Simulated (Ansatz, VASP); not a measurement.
**La in VASP and in Ansatz**

File INCAR:

```
PREC = Accurate
ENCUT = 520
EDIFF = 1E-7
ISMEAR = -1
SIGMA = 0.01
LREAL = F
LASPH = T
NELM = 60
ALGO = Normal
ISIF = 2
LWAVE = F
LCHARG = F
NBANDS = 30
```

Contents of KPOINTS:

```
Automatic mesh
0
Gamma
  10 10 3
```

The input POSCAR:

```
La
1.0
    3.5996230182      0.0000000000      0.0000000000
   -1.7998115091      3.1173649778      0.0000000000
    0.0000000000      0.0000000000     11.5524372057
La
4
Direct
    0.0000000000      1.0000000000      0.0000000000
    1.0000000000      1.0000000000      0.5000000000
    0.3333333333      0.6666666667      0.7500000000
    0.6666666667      0.3333333333      0.2500000000
```

Input for Ansatz:

```yaml
crystal:
  lattice:
    - [3.5996230182, 0.0, 0.0]
    - [-1.7998115091, 3.1173649778, 0.0]
    - [0.0, 0.0, 11.5524372057]
  atoms:
    - { symbol: La, position: [0.0, 1.0, 0.0] }
    - { symbol: La, position: [1.0, 1.0, 0.5] }
    - { symbol: La, position: [0.3333333333, 0.6666666667, 0.75] }
    - { symbol: La, position: [0.6666666667, 0.3333333333, 0.25] }
hamiltonian:
  xc: lda
  pseudopotentials:
    kind: paw
    azcp:
      La: "pseudopotentials/La.paw.azcp"
basis:
  ecutwfc: 420
  fft_grid_basis: typed
kpoints:
  mp_grid: { grid: [10, 10, 3], shift: [0, 0, 0] }
magnetization:
  spin_polarized: false
scf:
  occupations: { method: fermi_dirac, width: 0.01 }
  lower_state_search: "off"
output:
  stress: true
```

Alike in both runs: task single point; functional LDA; k mesh 10 × 10 × 3; occupations fermi-dirac, width 0.01 eV; no spin polarisation.

```csv
,VASP,Ansatz
version,VASP 6.6.1,Ansatz 0.2.0
potentials or method,"VASP PAW LDA potentials, release 64 (La), cutoff 520 eV","plane waves (420 eV) with PAW, scalar-relativistic"
valence electrons in the cell,44,44
```

|  | VASP | Ansatz | Ansatz less VASP |
| --- | --- | --- | --- |
| pressure (GPa) | -0.2 | -0.1 | +0.10 |
| traceless stress, the component that is largest in VASP (GPa) | -0.09 | -0.08 | +0.005 |

Ansatz warns that its potentials were made for another functional, while VASP's fit it. LDA's correlation is that of Perdew and Zunger in VASP and of Perdew and Wang (1992) in Ansatz.

Spin-orbit coupling is off throughout.
